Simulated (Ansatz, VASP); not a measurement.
**HfIn4SiO6 in VASP and in Ansatz**

File INCAR:

```
PREC = Accurate
ENCUT = 520
EDIFF = 1E-6
ISMEAR = -1
SIGMA = 0.05
LREAL = F
LASPH = T
NELM = 60
ALGO = Normal
ISIF = 2
LWAVE = F
LCHARG = F
GGA = RE
NBANDS = 63
```

KPOINTS

```
Automatic mesh
0
Gamma
  4 4 2
```

Contents of POSCAR:

```
HfIn4SiO6
1.0
    5.2774300000      0.0000000000      0.0000000000
   -2.6387200000      4.5703900000      0.0000000000
    0.0000000000      0.0000000000     10.5590500000
Hf In Si O
1 4 1 6
Direct
    0.6666700000      0.3333300000      0.0000000000
    0.0000000000      0.0000000000      0.3044600000
    0.0000000000      0.0000000000      0.6955400000
    0.3333300000      0.6666700000      0.7891900000
    0.3333300000      0.6666700000      0.2108100000
    0.0000000000      0.0000000000      0.0000000000
    0.9730000000      0.7049600000      0.8997200000
    0.2950400000      0.0270000000      0.1002800000
    0.2950400000      0.2680400000      0.8997200000
    0.7319600000      0.7049600000      0.1002800000
    0.7319600000      0.0270000000      0.8997200000
    0.9730000000      0.2680400000      0.1002800000
```

input.yaml

```yaml
crystal:
  lattice:
    - [5.27743, 0.0, 0.0]
    - [-2.63872, 4.57039, 0.0]
    - [0.0, 0.0, 10.55905]
  atoms:
    - { symbol: Hf, position: [0.66667, 0.33333, 0.0] }
    - { symbol: In, position: [0.0, 0.0, 0.30446] }
    - { symbol: In, position: [0.0, 0.0, 0.69554] }
    - { symbol: In, position: [0.33333, 0.66667, 0.78919] }
    - { symbol: In, position: [0.33333, 0.66667, 0.21081] }
    - { symbol: Si, position: [0.0, 0.0, 0.0] }
    - { symbol: O, position: [0.973, 0.70496, 0.89972] }
    - { symbol: O, position: [0.29504, 0.027, 0.10028] }
    - { symbol: O, position: [0.29504, 0.26804, 0.89972] }
    - { symbol: O, position: [0.73196, 0.70496, 0.10028] }
    - { symbol: O, position: [0.73196, 0.027, 0.89972] }
    - { symbol: O, position: [0.973, 0.26804, 0.10028] }
kpoints:
  mp_grid: { grid: [4, 4, 2] }
  band_path:
    path:
      - [0.0, 0.0, 0.0]
      - [0.5, 0.0, 0.0]
      - [0.3333333333, 0.3333333333, 0.0]
      - [0.0, 0.0, 0.0]
      - [0.0, 0.0, 0.5]
      - [0.5, 0.0, 0.5]
      - [0.3333333333, 0.3333333333, 0.5]
      - [0.0, 0.0, 0.5]
    npoints: 12
scf:
  occupations: { method: fermi_dirac, width: 0.05 }
hamiltonian:
  xc: revpbe
  pseudopotentials: { kind: all_electron, lapw: { basis_error: 0.002 } }
output:
  forces: true
  stress: true
  eigenvalues: true
```

Alike in both runs: functional revPBE; k mesh 4 × 4 × 2; occupations fermi-dirac, width 0.05 eV; no spin polarisation.

```csv
,VASP,Ansatz
version,VASP 6.6.1,Ansatz 0.2.0
potentials or method,"VASP PAW PBE potentials, release 64 (Hf_pv, In_d, Si, O), cutoff 520 eV","all-electron LAPW, scalar-relativistic"
task,single point,band structure
```

Ansatz gave:

- gap on the k mesh at the Fermi level (eV): 0.39
- least direct gap on the mesh (eV): 1.78
- pressure (GPa): 1.7
- traceless stress, the component that is largest in VASP (GPa): -0.07
- rms of the force components (eV/Å): 0.053

**Question.** What did VASP give for the same quantities?

**Answer.** gap on the k mesh at the Fermi level (eV): 0.38; least direct gap on the mesh (eV): 1.76; pressure (GPa): 1.2; traceless stress, the component that is largest in VASP (GPa): 0.08; rms of the force components (eV/Å): 0.077.

VASP's potentials were made for PBE, not for revPBE. Atom by atom the forces differ by 0.059 eV/Å (rms over components). Ansatz ran all-electron here, and VASP with PAW potentials.

Neither program's run includes spin-orbit coupling.
